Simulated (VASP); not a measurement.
# Si2Cl (R-3m) in VASP: a series of runs

Si2Cl is run at these levels: PBE; tasks: single point, relaxation of cell and atoms.

Everything below comes from runs of VASP 6.6.1. Logs are shortened: lines on timing, memory, paths and dates and some standing lists are left out, and cuts for length are marked.

### Step 1. The cell of the first run

The structure is trigonal, space group R-3m (No. 166). The conventional cell has a = 4.081 Å, b = 4.081 Å, c = 10.072 Å, α = 90.00°, β = 90.00°, γ = 120.00°. Within 3.3 Å of Si (site symmetry 3m) lie 4 Cl at 2.51 Å and 6 Si at 2.88 to 2.91 Å. Within 3.3 Å of Cl (site symmetry -3m) lie 8 Si at 2.51 Å.

### Step 2. Single point, PBE

Contents of INCAR:

```
SYSTEM = Si2Cl
PREC     = Accurate       ! precision mode
ENCUT    = 520            ! plane-wave cutoff, eV
EDIFF    = 1E-6           ! SCF threshold, eV
ISMEAR   = 0              ! smearing method
SIGMA    = 0.1            ! smearing width, eV
LREAL    = .False.        ! projectors in reciprocal space
LASPH    = .True.         ! aspherical terms in the spheres
NELM     = 100            ! most SCF steps
ALGO     = Normal         ! electronic algorithm
ISIF     = 2              ! what is computed and relaxed
LWAVE    = .False.        ! write WAVECAR
LCHARG   = .True.         ! write CHGCAR
GGA      = PE             ! functional
LELF     = .True.         ! ELF
LVHAR    = .True.       
NBANDS   = 14             ! bands
```

Contents of KPOINTS:

```
Automatic mesh
0
Gamma
  6 6 6
  0 0 0
```

Contents of POSCAR:

```
Si2Cl
1.0
    2.0405060500      1.1780867200      3.3572728000
   -2.0405060500      1.1780867200      3.3572728000
    0.0000000000     -2.3561734300      3.3572728000
Si Cl
2 1
Direct
    0.2487566200      0.2487566200      0.2487566200
    0.7512433800      0.7512433800      0.7512433800
    0.0000000000      0.0000000000      0.0000000000
```

Potentials or basis: VASP PAW PBE potentials, release 64 (Si, Cl).

Command:

```bash
cat potpaw_PBE.64/Si/POTCAR potpaw_PBE.64/Cl/POTCAR > POTCAR
mpirun -np 1 vasp_std > vasp.out
```

OUTCAR:

```text
SYSTEM = Si2Cl
   PREC = Accurate
   ENCUT = 520
   EDIFF = 1E-6
   ISMEAR = 0
   LREAL = .False.
   LASPH = .True.
   NELM = 100
   ISIF = 2
   GGA = PE

 ion  position               nearest neighbor table
   1  0.249  0.249  0.249-   3 2.51   3 2.51   3 2.51   3 2.51   2 2.88   2 2.88   2 2.88   2 2.91
                             2 2.91   2 2.91
   2  0.751  0.751  0.751-   3 2.51   3 2.51   3 2.51   3 2.51   1 2.88   1 2.88   1 2.88   1 2.91
                             1 2.91   1 2.91
   3  0.000  0.000  0.000-   2 2.51   1 2.51   2 2.51   2 2.51   1 2.51   1 2.51   2 2.51   1 2.51

  LATTYP: Found a trigonal (rhomboedric) cell.
 ALAT       =     4.1015648128
 COS(alpha) =     0.5049983895

  Lattice vectors:

 A1 = (   2.0405060500,   1.1780867200,   3.3572728000)
 A2 = (  -2.0405060500,   1.1780867200,   3.3572728000)
 A3 = (   0.0000000000,  -2.3561734300,   3.3572728000)

Analysis of symmetry for initial positions (statically):
=====================================================================
 Subroutine PRICEL returns:
 Original cell was already a primitive cell.

 Routine SETGRP: Setting up the symmetry group for a
 trigonal (rhombohedral) supercell.

 Subroutine GETGRP returns: Found 12 space group operations
 (whereof 12 operations were pure point group operations)
 out of a pool of 12 trial point group operations.

The static configuration has the point symmetry D_3d.

Analysis of symmetry for dynamics (positions and initial velocities):
=====================================================================
 Subroutine PRICEL returns:
 Original cell was already a primitive cell.

 Routine SETGRP: Setting up the symmetry group for a
 trigonal (rhombohedral) supercell.

 Subroutine GETGRP returns: Found 12 space group operations
 (whereof 12 operations were pure point group operations)
 out of a pool of 12 trial point group operations.

The dynamic configuration has the point symmetry D_3d.

 Subroutine INISYM returns: Found 12 space group operations
 (whereof 12 operations are pure point group operations),
 and found     1 'primitive' translations

----------------------------------------------------------------------------------------

                                     Primitive cell

  volume of cell :      48.4231

  direct lattice vectors                    reciprocal lattice vectors
     2.040506050  1.178086720  3.357272800     0.245037254  0.141472325  0.099286937
    -2.040506050  1.178086720  3.357272800    -0.245037254  0.141472325  0.099286937
     0.000000000 -2.356173430  3.357272800     0.000000000 -0.282944650  0.099286937

  length of vectors
     4.101564813  4.101564813  4.101564809     0.299859251  0.299859251  0.299859252

  position of ions in fractional coordinates (direct lattice)
     0.248756620  0.248756620  0.248756620
     0.751243380  0.751243380  0.751243380
     0.000000000  0.000000000  0.000000000

  ion indices of the primitive-cell ions
   primitive index   ion index
                 1           1
                 2           2
                 3           3

----------------------------------------------------------------------------------------

 KPOINTS: Automatic mesh

Automatic generation of k-mesh.
 Grid dimensions read from file:
 generate k-points for:    6    6    6

 Generating k-lattice:

  Cartesian coordinates                     Fractional coordinates (reciprocal lattice)
     0.040839542  0.023578721  0.016547823     0.166666667  0.000000000  0.000000000
    -0.040839542  0.023578721  0.016547823     0.000000000  0.166666667  0.000000000
     0.000000000 -0.047157442  0.016547823     0.000000000  0.000000000  0.166666667

  Length of vectors
     0.049976542  0.049976542  0.049976542

  Shift w.r.t. Gamma in fractional coordinates (k-lattice)
     0.000000000  0.000000000  0.000000000

 Subroutine IBZKPT returns following result:
 ===========================================

 Found     32 irreducible k-points:

 Following reciprocal coordinates:
            Coordinates               Weight
  0.000000  0.000000  0.000000      1.000000
  0.166667  0.000000  0.000000      6.000000
  0.333333  0.000000 -0.000000      6.000000
  0.500000  0.000000  0.000000      3.000000
  0.166667  0.166667  0.000000      6.000000
  0.333333  0.166667  0.000000     12.000000
[... 16 lines left out ...]
  0.500000  0.500000  0.166667      6.000000
 -0.333333  0.500000  0.166667     12.000000
 [... further k-points ...]
   k-points           NKPTS =     32   k-points in BZ     NKDIM =     32   number of bands    NBANDS=     14
   number of dos      NEDOS =    301   number of ions     NIONS =      3
   total plane-waves  NPLWV =  32768
   dimension x,y,z NGX =    32 NGY =   32 NGZ =   32
   dimension x,y,z NGXF=    64 NGYF=   64 NGZF=   64
   ions per type =               2   1
   NGX,Y,Z   is equivalent  to a cutoff of  12.97, 12.97, 12.97 a.u.
   NGXF,Y,Z  is equivalent  to a cutoff of  25.94, 25.94, 25.94 a.u.
 SYSTEM =  Si2Cl
   PREC   = accura    normal or accurate (medium, high low for compatibility)
   ISTART =      0    job   : 0-new  1-cont  2-samecut
   ICHARG =      2    charge: 1-file 2-atom 10-const
   ISPIN  =      1    spin polarized calculation?
   LNONCOLLINEAR =      F non collinear calculations
   LSORBIT =      F    spin-orbit coupling
   LASPH  =      T    aspherical Exc in radial PAW
   ENCUT  =  520.0 eV  38.22 Ry    6.18 a.u.   7.63  7.63  7.63*2*pi/ulx,y,z
   NELM   =    100;   NELMIN=  2; NELMDL= -5     # of ELM steps
   EDIFF  = 0.1E-05   stopping-criterion for ELM
   LREAL  =      F    real-space projection
   EDIFFG = 0.1E-04   stopping-criterion for IOM
   NSW    =      0    number of steps for IOM
   IBRION =     -1    ionic relax: 0-MD 1-quasi-New 2-CG
   NFREE  =      0    steps in history (QN), initial steepest desc. (CG)
   ISIF   =      2    stress and relaxation
   ISYM   =      2    0-nonsym 1-usesym 2-fastsym
   POTIM  = 0.5000    time-step for ionic-motion
   TEBEG  =    0.0;   TEEND  =   0.0 temperature during run
   PSTRESS=    0.0 pullay stress
   NELECT =      15.0000    total number of electrons
   NUPDOWN=      -1.0000    fix difference up-down
   EMIN   =  10.00;   EMAX   =-10.00  energy-range for DOS
   EFERMI =   0.00;   METHOD = LEGACY
   ISMEAR =     0;   SIGMA  =   0.10  broadening in eV -4-tet -1-fermi 0-gaus
   EFERMI_NEDOS =   21; number of points for ismear=-14 and -15
   IALGO  =     38    algorithm
   IMIX   =      4    mixing-type and parameters
     AMIX     =   0.40;   BMIX     =  1.00
     AMIX_MAG =   1.60;   BMIX_MAG =  1.00
  volume/ion in A,a.u.               =      16.14       108.93
  Fermi-wavevector in a.u.,A,eV,Ry     =   1.107697  2.093243 16.694243  1.226992
  Thomas-Fermi vector in A             =   2.244214
   LORBIT       =      0    0 simple, 1 ext, 2 COOP (PROOUT), +10 PAW based schemes
   GGA     = PE    functional components
   LHFCALC =     F    Hartree Fock is set to
   AEXX    =    0.0000 exact exchange contribution
   IVDW    =     0    specifies the selected vdW correction
   LEPSILON=     F    determine dielectric tensor
   LRPA    =     F    only Hartree local field effects (RPA)
 non-spin polarized calculation
 Gauss-broadening in eV      SIGMA  =   0.10
  energy-cutoff  :      520.00
  volume of cell :       48.42
 maximum number of plane-waves:      1319
 NGX is ok and might be reduce to    32
   NGX = 15   NGY = 15   NGZ = 15

 number of electron      15.0000000 magnetization

 Free energy of the ion-electron system (eV)
  ---------------------------------------------------
  ext. energy  EPLUGINS =         0.00000000
  ---------------------------------------------------
  free energy    TOTEN  =        -8.40415573 eV

  energy without entropy =       -8.39444051  energy(sigma->0) =       -8.39929812

 E-fermi :   8.1951     XC(G=0): -10.7011

 val. band max:        8.1827939930   @ k =   0.5000   0.5000   0.3333
 cond. band min:       8.2170208243   @ k =  -0.3333   0.5000   0.3333
 fundamental gap:      0.0342268312
 Fermi energy:         8.1950861027

 k-point     1 :       0.0000    0.0000    0.0000
  band No.  band energies     occupation
      1     -10.6295      2.00000
      2       0.8782      2.00000
      3       1.7864      2.00000
      4       1.8314      2.00000
      5       1.8314      2.00000
      6       6.5375      2.00000
      7       6.6104      2.00000
      8       6.6183      2.00000
      9       6.6183      2.00000
     10      12.6409      0.00000
     11      12.6409      0.00000
     12      12.6996      0.00000
     13      12.6996      0.00000
     14      12.8223      0.00000

 k-point     2 :       0.1667    0.0000    0.0000
  band No.  band energies     occupation
      1     -10.4896      2.00000
      2      -0.5002      2.00000
      3       1.6207      2.00000
      4       1.6607      2.00000
      5       2.6773      2.00000
      6       5.2841      2.00000
      7       6.9366      2.00000
      8       6.9829      2.00000
      9       9.1779      0.00000
     10      11.0252      0.00000
     11      11.0260      0.00000
     12      12.4274      0.00000
     13      15.3540      0.00000
     14      15.4356      0.00000
[... 343 lines left out ...]
      1      -9.8516      2.00000
      2      -2.2754      2.00000
      3      -0.4481      2.00000
      4       0.5567      2.00000
      5       3.4735      2.00000
      6       5.6039      2.00000
      7       7.4476      2.00000
      8       9.7966      0.00000
      9       9.9025      0.00000
     10      12.3732      0.00000
     11      13.3882      0.00000
     12      14.6010      0.00000
     13      15.8607      0.00000
     14      16.2955      0.00000

 k-point    24 :      -0.3333    0.5000    0.1667
  band No.  band energies     occupation
      1      -9.7882      2.00000
      2      -2.1349      2.00000
      3      -0.9229      2.00000
      4       0.1472      2.00000
      5       4.3569      2.00000
      6       6.0438      2.00000
      7       7.0445      2.00000
      8       8.6522      0.00000
      9      10.8904      0.00000
     10      11.7420      0.00000
     11      13.2288      0.00000
     12      15.4728      0.00000
     13      15.8642      0.00000
     14      17.5307      0.00000

 [... further k-points ...]

------------------------ aborting loop because EDIFF is reached ----------------------------------------

  FORCE on cell =-STRESS in cart. coord.  units (eV):
  Direction    XX          YY          ZZ          XY          YZ          ZX
  --------------------------------------------------------------------------------------
  -------------------------------------------------------------------------------------
  Total        4.8351540      4.8351540      5.2789614      0.0000000      0.0000000      0.0000000
  in kB      159.9807993    159.9807992    174.6650619      0.0000000      0.0000002      0.0000000
  external PRESSURE =     164.8755535 kB  Pullay stress =       0.0000000 kB

 VOLUME and BASIS-vectors are now :
 -----------------------------------------------------------------------------
  energy-cutoff  :      520.00
  volume of cell :       48.42
      direct lattice vectors                 reciprocal lattice vectors
     2.040506050  1.178086720  3.357272800     0.245037254  0.141472325  0.099286937
    -2.040506050  1.178086720  3.357272800    -0.245037254  0.141472325  0.099286937
     0.000000000 -2.356173430  3.357272800     0.000000000 -0.282944650  0.099286937

 POSITION                                       TOTAL-FORCE (eV/Angst)
 -----------------------------------------------------------------------------------
      0.00000      0.00000      2.50543         0.000000     -0.000000     -0.101236
      0.00000      0.00000      7.56639         0.000000      0.000000      0.101236
      0.00000      0.00000      0.00000         0.000000      0.000000     -0.000000
 -----------------------------------------------------------------------------------
    total drift:                               -0.000000     -0.000000      0.000000

  FREE ENERGIE OF THE ION-ELECTRON SYSTEM (eV)
  ---------------------------------------------------
  free  energy   TOTEN  =        -8.4041557282 eV

  energy  without entropy=       -8.3944405122  energy(sigma->0) =       -8.39929812
```

Run time: 11 s. Hardware: 1 thread of AMD EPYC 9R45 (Zen 5), shared host; peak memory 0.14 GiB.

What came out:

* Free energy: -8.4042 eV
* Pressure: 16.5 GPa
* Largest force: 0.101 eV/Å
* Band gap on the k mesh: zero (an odd number of electrons rules out a gap without spin polarisation)

Forces on the atoms (eV/Å):
```
Si   0.000  0.000 -0.101
Si   0.000  0.000  0.101
Cl   0.000  0.000  0.000
```

Caveat: the cell stands under pressure; an odd number of electrons without spin polarisation forces a metal; a magnetic or distorted state may lie lower.

### Step 3. Relaxation of cell and atoms, PBE

Contents of INCAR:

```
SYSTEM = Si2Cl
PREC = Accurate ; ENCUT = 600
EDIFF = 1E-7 ; ISMEAR = 0
SIGMA = 0.1 ; LREAL = .False.
LASPH = .True. ; NELM = 100
ALGO = Normal ; ISIF = 3
LWAVE = .False. ; LCHARG = .False.
GGA = PE ; IBRION = 2
NSW = 90 ; EDIFFG = -0.04
```

Contents of KPOINTS:

```
regular mesh
0
Gamma
  6 6 6
  0 0 0
```

POSCAR is that of step 2.

Potentials or basis: VASP PAW PBE potentials, release 64 (Si, Cl).

Command:

```bash
cat potpaw_PBE.64/Si/POTCAR potpaw_PBE.64/Cl/POTCAR > POTCAR
mpirun -np 1 vasp_std > vasp.out
```

Run time: 7 min. Hardware: 1 thread of AMD EPYC 9R45 (Zen 5), shared host; peak memory 0.17 GiB.

Results (log left out):

```yaml
Free_energy: -12.8856 eV
Relaxed_volume: 23.88 Å³/atom
Relaxed_cell: a = 5.925 Å, b = 5.925 Å, c = 5.925 Å, α = 38.26°, β = 38.26°, γ = 38.26°
Space_group_after_relaxing_to_0.1_Å: R-3m (No. 166)
Energy_gained_by_relaxing: 1493.6 meV/atom
Ionic_steps: 42
Pressure_after_relaxing: 0.0 GPa
Largest_force_after_relaxing: 0.036 eV/Å
Band_gap_on_the_k_mesh: zero (an odd number of electrons rules out a gap without spin polarisation)
```

Forces on the atoms (eV/Å):
```
Si   0.000  0.000  0.036
Si   0.000  0.000 -0.036
Cl   0.000  0.000  0.000
```

The path:
| step | energy change (eV) | largest force (eV/Å) | pressure (GPa) | volume (Å³) |
| --- | --- | --- | --- | --- |
| 1 | 0.0000 | 0.1012 | 16.52 | 48.42 |
| 3 | -0.6903 | 0.1925 | 0.08 | 63.65 |
| 5 | -0.6952 | 0.2578 | -0.13 | 64.00 |
| 7 | -0.7865 | 0.6051 | 0.02 | 64.12 |
| 9 | -2.0519 | 1.8989 | 1.85 | 64.24 |
| 11 | -3.7044 | 0.2360 | 9.77 | 63.14 |
| 13 | -3.7135 | 0.8156 | 11.39 | 62.83 |
| 15 | -3.6963 | 1.2205 | 12.17 | 62.66 |
| 17 | -3.6972 | 1.2335 | 12.17 | 62.67 |
| 19 | -3.7005 | 1.2935 | 12.19 | 62.70 |
| 21 | -3.7085 | 1.5315 | 12.38 | 62.83 |
| 23 | -3.7092 | 1.7232 | 12.58 | 62.91 |
| 25 | -3.7379 | 1.7346 | 12.39 | 63.09 |
| 27 | -3.8567 | 1.8837 | 11.25 | 63.87 |
| 29 | -3.8545 | 3.4472 | 5.50 | 66.87 |
| 31 | -4.0227 | 2.5449 | 7.30 | 65.91 |
| 33 | -4.4040 | 0.8509 | 3.08 | 68.37 |
| 35 | -4.4718 | 0.1285 | 0.93 | 70.40 |
| 37 | -4.4750 | 0.0151 | 0.95 | 70.38 |
| 39 | -4.4787 | 0.0930 | -0.63 | 72.47 |
| 41 | -4.4805 | 0.0522 | -0.07 | 71.70 |
| 42 | -4.4808 | 0.0357 | 0.00 | 71.65 |

Final structure:
```
Si Cl
1.0
     1.94196    1.12119    5.48446
    -1.94196    1.12119    5.48446
     0.00000   -2.24239    5.48446
Si Cl
2 1
Direct
  0.14591 0.14591 0.14591
  0.85409 0.85409 0.85409
  0.00000 0.00000 0.00000
```

Levels at points of the mesh, in eV from the Fermi level:
```
           k point  band 5  band 6  band 7  band 8  band 9  band 10  band 11
(0.00, 0.00, 0.00)   -2.98   -1.11   -1.11    0.92    2.75     3.16     3.16
(0.50, 0.00, 0.00)   -3.69   -3.27   -2.49    0.63    1.29     2.71     5.25
(0.50, 0.50, 0.00)   -4.03   -3.71   -1.72   -0.74    1.13     3.43     5.10
(0.50, 0.50, 0.50)   -3.15   -2.40   -0.66   -0.66    1.54     2.84     2.84
```

Caveat: the volume moved by over 15 % at a fixed basis, so the end points are rough; an odd number of electrons without spin polarisation forces a metal; a magnetic or distorted state may lie lower.
